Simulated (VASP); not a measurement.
# ZnCu (P4/mmm) in VASP: notebook, part 2 of 2

VASP 6.6.1. The steps go on from the part before.

### 3 Single point, PBEsol (normal strain along x -0.0750, normal strain along y +0.0000)

Input file INCAR:

```
SYSTEM = ZnCu
PREC     = Accurate       ! precision mode
ENCUT    = 520            ! plane-wave cutoff, eV
EDIFF    = 1E-7           ! SCF threshold, eV
ISMEAR   = 0              ! smearing method
SIGMA    = 0.15           ! smearing width, eV
LREAL    = .False.        ! projectors in reciprocal space
LASPH    = .True.         ! aspherical terms in the spheres
NELM     = 60             ! most SCF steps
ALGO     = Fast           ! electronic algorithm
ISIF     = 2              ! what is computed and relaxed
LWAVE    = .False.        ! write WAVECAR
LCHARG   = .False.        ! write CHGCAR
GGA      = PS             ! functional
NBANDS   = 18             ! bands
```

Input file KPOINTS:

```
Automatic mesh
0
Gamma
  16 16 16
  0 0 0
```

Input file POSCAR:

```
ZnCu
1.0
    2.6896518550      0.0000000000      0.0000000000
    0.0000000000      2.9077317351      0.0000000000
    0.0000000000      0.0000000000      2.9077317351
Zn Cu
1 1
Direct
    0.5000000000      0.5000000000      0.5000000000
    0.0000000000      0.0000000000      0.0000000000
```

Potentials or basis: VASP PAW PBE potentials, release 64 (Zn, Cu).

The run is started by

```
$ cat potpaw_PBE.64/Zn/POTCAR potpaw_PBE.64/Cu/POTCAR > POTCAR
$ mpirun -np 1 vasp_std > vasp.out
```

OUTCAR:

```text
SYSTEM = ZnCu
   PREC = Accurate
   ENCUT = 520
   EDIFF = 1E-7
   ISMEAR = 0
   LREAL = .False.
   LASPH = .True.
   NELM = 60
   ISIF = 2
   GGA = PS

 ion  position               nearest neighbor table
   1  0.500  0.500  0.500-   2 2.46   2 2.46   2 2.46   2 2.46   2 2.46   2 2.46   2 2.46   2 2.46

   2  0.000  0.000  0.000-   1 2.46   1 2.46   1 2.46   1 2.46   1 2.46   1 2.46   1 2.46   1 2.46

  LATTYP: Found a simple tetragonal cell.
 ALAT       =     2.9077317351
 C/A-ratio  =     0.9250000000

  Lattice vectors:

 A1 = (   0.0000000000,   2.9077317351,   0.0000000000)
 A2 = (   0.0000000000,   0.0000000000,   2.9077317351)
 A3 = (   2.6896518550,   0.0000000000,   0.0000000000)

Analysis of symmetry for initial positions (statically):
=====================================================================
 Subroutine PRICEL returns:
 Original cell was already a primitive cell.

 Routine SETGRP: Setting up the symmetry group for a
 simple tetragonal supercell.

 Subroutine GETGRP returns: Found 16 space group operations
 (whereof 16 operations were pure point group operations)
 out of a pool of 16 trial point group operations.

The static configuration has the point symmetry D_4h.

Analysis of symmetry for dynamics (positions and initial velocities):
=====================================================================
 Subroutine PRICEL returns:
 Original cell was already a primitive cell.

 Routine SETGRP: Setting up the symmetry group for a
 simple tetragonal supercell.

 Subroutine GETGRP returns: Found 16 space group operations
 (whereof 16 operations were pure point group operations)
 out of a pool of 16 trial point group operations.

The dynamic configuration has the point symmetry D_4h.

 Subroutine INISYM returns: Found 16 space group operations
 (whereof 16 operations are pure point group operations),
 and found     1 'primitive' translations

----------------------------------------------------------------------------------------

                                     Primitive cell

  volume of cell :      22.7407

  direct lattice vectors                    reciprocal lattice vectors
     2.689651855  0.000000000  0.000000000     0.371795330  0.000000000  0.000000000
     0.000000000  2.907731735  0.000000000     0.000000000  0.343910681  0.000000000
     0.000000000  0.000000000  2.907731735     0.000000000  0.000000000  0.343910681

  length of vectors
     2.689651855  2.907731735  2.907731735     0.371795330  0.343910681  0.343910681

  position of ions in fractional coordinates (direct lattice)
     0.500000000  0.500000000  0.500000000
     0.000000000  0.000000000  0.000000000

  ion indices of the primitive-cell ions
   primitive index   ion index
                 1           1
                 2           2

----------------------------------------------------------------------------------------

 KPOINTS: Automatic mesh

Automatic generation of k-mesh.
 Grid dimensions read from file:
 generate k-points for:   16   16   16

 Generating k-lattice:

  Cartesian coordinates                     Fractional coordinates (reciprocal lattice)
     0.023237208  0.000000000  0.000000000     0.062500000  0.000000000  0.000000000
     0.000000000  0.021494418  0.000000000     0.000000000  0.062500000  0.000000000
     0.000000000  0.000000000  0.021494418     0.000000000  0.000000000  0.062500000

  Length of vectors
     0.023237208  0.021494418  0.021494418

  Shift w.r.t. Gamma in fractional coordinates (k-lattice)
     0.000000000  0.000000000  0.000000000

 Subroutine IBZKPT returns following result:
 ===========================================

 Found    405 irreducible k-points:

 Following reciprocal coordinates:
            Coordinates               Weight
  0.000000  0.000000  0.000000      1.000000
  0.062500  0.000000  0.000000      2.000000
  0.125000  0.000000  0.000000      2.000000
  0.187500  0.000000  0.000000      2.000000
  0.250000  0.000000  0.000000      2.000000
  0.312500  0.000000  0.000000      2.000000
[... 16 lines left out ...]
  0.250000  0.125000  0.000000      8.000000
  0.312500  0.125000  0.000000      8.000000
 [... further k-points ...]
   k-points           NKPTS =    405   k-points in BZ     NKDIM =    405   number of bands    NBANDS=     18
   number of dos      NEDOS =    301   number of ions     NIONS =      2
   total plane-waves  NPLWV =  11520
   dimension x,y,z NGX =    20 NGY =   24 NGZ =   24
   dimension x,y,z NGXF=    40 NGYF=   48 NGZF=   48
   ions per type =               1   1
   NGX,Y,Z   is equivalent  to a cutoff of  12.36, 13.72, 13.72 a.u.
   NGXF,Y,Z  is equivalent  to a cutoff of  24.72, 27.44, 27.44 a.u.
 SYSTEM =  ZnCu
   PREC   = accura    normal or accurate (medium, high low for compatibility)
   ISTART =      0    job   : 0-new  1-cont  2-samecut
   ICHARG =      2    charge: 1-file 2-atom 10-const
   ISPIN  =      1    spin polarized calculation?
   LNONCOLLINEAR =      F non collinear calculations
   LSORBIT =      F    spin-orbit coupling
   LASPH  =      T    aspherical Exc in radial PAW
   ENCUT  =  520.0 eV  38.22 Ry    6.18 a.u.   5.00  5.41  5.41*2*pi/ulx,y,z
   NELM   =     60;   NELMIN=  2; NELMDL= -5     # of ELM steps
   EDIFF  = 0.1E-06   stopping-criterion for ELM
   LREAL  =      F    real-space projection
   EDIFFG = 0.1E-05   stopping-criterion for IOM
   NSW    =      0    number of steps for IOM
   IBRION =     -1    ionic relax: 0-MD 1-quasi-New 2-CG
   NFREE  =      0    steps in history (QN), initial steepest desc. (CG)
   ISIF   =      2    stress and relaxation
   ISYM   =      2    0-nonsym 1-usesym 2-fastsym
   POTIM  = 0.5000    time-step for ionic-motion
   TEBEG  =    0.0;   TEEND  =   0.0 temperature during run
   PSTRESS=    0.0 pullay stress
   NELECT =      23.0000    total number of electrons
   NUPDOWN=      -1.0000    fix difference up-down
   EMIN   =  10.00;   EMAX   =-10.00  energy-range for DOS
   EFERMI =   0.00;   METHOD = LEGACY
   ISMEAR =     0;   SIGMA  =   0.15  broadening in eV -4-tet -1-fermi 0-gaus
   EFERMI_NEDOS =   21; number of points for ismear=-14 and -15
   IALGO  =     68    algorithm
   IMIX   =      4    mixing-type and parameters
     AMIX     =   0.40;   BMIX     =  1.00
     AMIX_MAG =   1.60;   BMIX_MAG =  1.00
  volume/ion in A,a.u.               =      11.37        76.73
  Fermi-wavevector in a.u.,A,eV,Ry     =   1.643296  3.105380 36.741479  2.700423
  Thomas-Fermi vector in A             =   2.733454
   LORBIT       =      0    0 simple, 1 ext, 2 COOP (PROOUT), +10 PAW based schemes
   GGA     = PS    functional components
   LHFCALC =     F    Hartree Fock is set to
   AEXX    =    0.0000 exact exchange contribution
   IVDW    =     0    specifies the selected vdW correction
   LEPSILON=     F    determine dielectric tensor
   LRPA    =     F    only Hartree local field effects (RPA)
 non-spin polarized calculation
 RMM-DIIS sequential band-by-band and
 Gauss-broadening in eV      SIGMA  =   0.15
  energy-cutoff  :      520.00
  volume of cell :       22.74
 maximum number of plane-waves:       630
   NGX = 11   NGY = 11   NGZ = 11

 number of electron      23.0000003 magnetization

 Free energy of the ion-electron system (eV)
  ---------------------------------------------------
  ext. energy  EPLUGINS =         0.00000000
  ---------------------------------------------------
  free energy    TOTEN  =        -6.00863812 eV

  energy without entropy =       -6.00332283  energy(sigma->0) =       -6.00598048

 E-fermi :   6.5671     XC(G=0): -13.2349

 val. band max:        6.5504517628   @ k =   0.1875   0.3125   0.0625
 cond. band min:       6.5673025193   @ k =   0.3750   0.4375   0.3750
 fundamental gap:      0.0168507566
 Fermi energy:         6.5670696967

 k-point     1 :       0.0000    0.0000    0.0000
  band No.  band energies     occupation
      1      -4.7754      2.00000
      2      -1.7719      2.00000
      3      -1.7260      2.00000
      4      -0.9135      2.00000
      5      -0.7644      2.00000
      6      -0.7644      2.00000
[... 10 lines left out ...]
     17      21.8010      0.00000
     18      30.0346      0.00000

 k-point     2 :       0.0625    0.0000    0.0000
  band No.  band energies     occupation
      1      -4.6895      2.00000
      2      -1.7474      2.00000
      3      -1.7115      2.00000
      4      -0.9071      2.00000
      5      -0.7777      2.00000
      6      -0.7777      2.00000
[... 10 lines left out ...]
     17      22.6940      0.00000
     18      30.0867      0.00000
[... 442 lines left out ...]
 k-point    24 :       0.3125    0.1250    0.0000
  band No.  band energies     occupation
      1      -2.5877      2.00000
      2      -1.4261      2.00000
      3      -1.2446      2.00000
      4      -1.0268      2.00000
      5      -0.9061      2.00000
      6      -0.8423      2.00000
[... 10 lines left out ...]
     17      22.3352      0.00000
     18      24.4537      0.00000

 [... further k-points ...]
[... 5 lines left out ...]
  --------------------------------------------------------------------------------------
  -------------------------------------------------------------------------------------
  Total        2.3058971      1.8287804      1.8287804      0.0000000      0.0000000     -0.0000000
  in kB      162.4597452    128.8449467    128.8449467      0.0000000      0.0000000     -0.0000000
  external PRESSURE =     140.0498796 kB  Pullay stress =       0.0000000 kB

 VOLUME and BASIS-vectors are now :
 -----------------------------------------------------------------------------
  energy-cutoff  :      520.00
  volume of cell :       22.74
      direct lattice vectors                 reciprocal lattice vectors
     2.689651855  0.000000000  0.000000000     0.371795330  0.000000000  0.000000000
     0.000000000  2.907731735  0.000000000     0.000000000  0.343910681  0.000000000
     0.000000000  0.000000000  2.907731735     0.000000000  0.000000000  0.343910681

 POSITION                                       TOTAL-FORCE (eV/Angst)
 -----------------------------------------------------------------------------------
      1.34483      1.45387      1.45387         0.000000      0.000000      0.000000
      0.00000      0.00000      0.00000         0.000000      0.000000      0.000000
 -----------------------------------------------------------------------------------
    total drift:                               -0.000000      0.000000      0.000000

  FREE ENERGIE OF THE ION-ELECTRON SYSTEM (eV)
  ---------------------------------------------------
  free  energy   TOTEN  =        -6.0086381244 eV

  energy  without entropy=       -6.0033228324  energy(sigma->0) =       -6.00598048
```

It took 3.6 min on 1 thread of Intel Xeon 8259CL, shared host; peak memory 0.28 GiB.

Results:

- Free energy: -6.0086 eV
- Pressure: 14.0 GPa
- Band gap on the k mesh: zero (an odd number of electrons rules out a gap without spin polarisation)

Stress tensor (GPa, compression positive):
```
16.25  0.00  0.00
 0.00 12.88  0.00
 0.00  0.00 12.88
```

Levels at points of the mesh, in eV from the Fermi level:
```
           k point  band 10  band 11  band 12  band 13  band 14  band 15
(0.00, 0.00, 0.00)    -2.92    -2.92     5.63     5.63     8.71    11.25
(0.50, 0.00, 0.00)    -3.78    -3.16    -1.72    12.44    12.44    12.91
(0.00, 0.50, 0.00)    -3.44    -3.02    -2.32    11.55    12.10    13.61
(0.50, 0.50, 0.00)    -2.64    -2.19    -2.02     2.56     2.90    14.49
(0.00, 0.50, 0.50)    -2.81    -2.69    -2.69     1.73     1.97    16.77
(0.50, 0.50, 0.50)    -2.59     4.37     4.41     4.74     4.75     4.75
```

Caveat: the cell differs from its parent crystal (normal strain along x -0.0750, normal strain along y +0.0000); the cell stands under pressure; the PAW data sets were made with another functional, which shifts forces and pressure a little.

### 4 Single point, PBEsol (normal strain along x +0.0000, normal strain along y +0.0750)

Input file INCAR:

```
ALGO = Fast
EDIFF = 1E-6
ENCUT = 520
GGA = PS
ISIF = 2
ISMEAR = 0
LASPH = T
LCHARG = F
LREAL = F
LWAVE = F
NBANDS = 18
NELM = 60
PREC = Accurate
SIGMA = 0.15
```

Input file KPOINTS:

```
k-points
0
Gamma
  16 16 16
```

Input file POSCAR:

```
ZnCu
1.0
    2.9077317351      0.0000000000      0.0000000000
    0.0000000000      3.1258116152      0.0000000000
    0.0000000000      0.0000000000      2.9077317351
Zn Cu
1 1
Direct
    0.5000000000      0.5000000000      0.5000000000
    0.0000000000      0.0000000000      0.0000000000
```

The run is started by

```
$ cat potpaw_PBE.64/Zn/POTCAR potpaw_PBE.64/Cu/POTCAR > POTCAR
$ mpirun -np 1 vasp_std > vasp.out
```

Run time: 3.5 min. Hardware: 1 thread of Intel Xeon 8259CL, shared host; peak memory 0.31 GiB.

The run converged. Its results:

```yaml
Free_energy: -6.0532 eV
Pressure: -7.3 GPa
Band_gap_on_the_k_mesh: zero (an odd number of electrons rules out a gap without spin polarisation)
```

Stress tensor (GPa, compression positive):
```
-7.19  0.00  0.00
 0.00 -7.41  0.00
 0.00  0.00 -7.19
```

Levels at points of the mesh, in eV from the Fermi level:
| k point | band 9 | band 10 | band 11 | band 12 | band 13 | band 14 | band 15 | band 16 |
| --- | --- | --- | --- | --- | --- | --- | --- | --- |
| (0.00, 0.00, 0.00) | -2.69 | -2.69 | -2.62 | 4.50 | 6.91 | 6.91 | 9.62 | 11.71 |
| (0.50, 0.00, 0.00) | -3.35 | -3.12 | -2.76 | -1.83 | 10.21 | 10.71 | 12.14 | 12.39 |
| (0.00, 0.50, 0.00) | -3.11 | -3.11 | -2.67 | -2.27 | 11.69 | 11.69 | 12.43 | 12.43 |
| (0.50, 0.50, 0.00) | -2.77 | -2.48 | -2.02 | -1.88 | 1.39 | 1.74 | 14.17 | 15.85 |
| (0.50, 0.00, 0.50) | -2.88 | -2.36 | -1.49 | -1.49 | 2.05 | 2.47 | 12.43 | 14.03 |
| (0.50, 0.50, 0.50) | -2.49 | -2.35 | 3.63 | 4.16 | 4.16 | 4.21 | 4.21 | 4.47 |

Caveat: the cell differs from its parent crystal (normal strain along x +0.0000, normal strain along y +0.0750); the cell stands under tension; the PAW data sets were made with another functional, which shifts forces and pressure a little.

### 5 Single point, PBEsol (normal strain along x +0.0750, normal strain along y +0.0750)

Input file INCAR:

```
SYSTEM = ZnCu
ALGO     = Fast           ! electronic algorithm
EDIFF    = 1E-7           ! SCF threshold, eV
ENCUT    = 520            ! plane-wave cutoff, eV
GGA      = PS             ! functional
ISIF     = 2              ! what is computed and relaxed
ISMEAR   = 0              ! smearing method
LASPH    = .TRUE.         ! aspherical terms in the spheres
LCHARG   = .FALSE.        ! write CHGCAR
LREAL    = .FALSE.        ! projectors in reciprocal space
LWAVE    = .FALSE.        ! write WAVECAR
NBANDS   = 18             ! bands
NELM     = 100            ! most SCF steps
PREC     = Accurate       ! precision mode
SIGMA    = 0.15           ! smearing width, eV
```

Input file KPOINTS:

```
k-points
0
G
  16 16 16
  0 0 0
```

POSCAR: that of step 4 with these lines changed.

```diff
@@ -2,3 +2,3 @@
 1.0
-    2.9077317351      0.0000000000      0.0000000000
+    3.1258116152      0.0000000000      0.0000000000
     0.0000000000      3.1258116152      0.0000000000
```

The run is started by

```
$ cat potpaw_PBE.64/Zn/POTCAR potpaw_PBE.64/Cu/POTCAR > POTCAR
$ mpirun -np 1 vasp_std > vasp.out
```

Wall time 4.2 min (1 thread of Intel Xeon 8259CL, shared host); peak memory 0.32 GiB.

It converged, with:

| Item | Value |
| --- | --- |
| Free energy | -5.9213 eV |
| Pressure | -13.1 GPa |
| Band gap on the k mesh | zero (an odd number of electrons rules out a gap without spin polarisation) |

Stress tensor (GPa, compression positive):
```
-13.45   0.00   0.00
  0.00 -13.45   0.00
  0.00   0.00 -12.44
```

Levels at points of the mesh, in eV from the Fermi level:
| k point | band 9 | band 10 | band 11 | band 12 | band 13 | band 14 | band 15 | band 16 |
| --- | --- | --- | --- | --- | --- | --- | --- | --- |
| (0.00, 0.00, 0.00) | -2.57 | -2.49 | -2.49 | 5.09 | 5.09 | 7.50 | 9.65 | 10.04 |
| (0.50, 0.00, 0.00) | -3.04 | -2.83 | -2.53 | -2.02 | 9.90 | 10.53 | 11.98 | 12.10 |
| (0.50, 0.50, 0.00) | -2.60 | -2.37 | -1.85 | -1.85 | 0.93 | 1.25 | 14.02 | 15.89 |
| (0.00, 0.00, 0.50) | -3.05 | -3.05 | -2.62 | -1.60 | 10.59 | 10.59 | 11.16 | 11.16 |
| (0.50, 0.00, 0.50) | -2.67 | -2.27 | -1.47 | -1.33 | 1.56 | 2.01 | 12.31 | 14.03 |
| (0.50, 0.50, 0.50) | -2.34 | -2.23 | 3.17 | 3.83 | 3.92 | 4.25 | 4.25 | 4.42 |

Caveat: the cell differs from its parent crystal (normal strain along x +0.0750, normal strain along y +0.0750); the cell stands under tension; the PAW data sets were made with another functional, which shifts forces and pressure a little.

### 6 The runs side by side

| cell | further INCAR settings | gap on the mesh (eV) | pressure (GPa) |
| --- | --- | --- | --- |
| a = 2.690, b = 2.690, c = 2.908 Å, 2 atoms | ALGO = Fast; EDIFF = 1e-06; NBANDS = 18 | none | 33.0 |
| a = 2.690, b = 2.908, c = 2.908 Å, 2 atoms | ALGO = Fast; EDIFF = 1e-07; NBANDS = 18 | none | 14.0 |
| a = 2.908, b = 3.126 Å, 2 atoms | ALGO = Fast; EDIFF = 1e-06; NBANDS = 18 | none | -7.3 |
| a = 3.126, b = 3.126, c = 2.908 Å, 2 atoms | ALGO = Fast; EDIFF = 1e-07; NBANDS = 18 | none | -13.1 |

Alike in all rows: task single point; level PBEsol; potentials or basis VASP PAW PBE potentials, release 64 (Zn, Cu); no spin polarisation; k mesh 16 × 16 × 16; cutoff (eV) 520; smearing gaussian 0.15 eV.

Caveats: the PAW data sets were made with another functional, which shifts forces and pressure a little; the cell stands under pressure (at least some runs); the cell stands under tension (at least some runs).

Absolute energies hang on the potentials; compare differences alone.
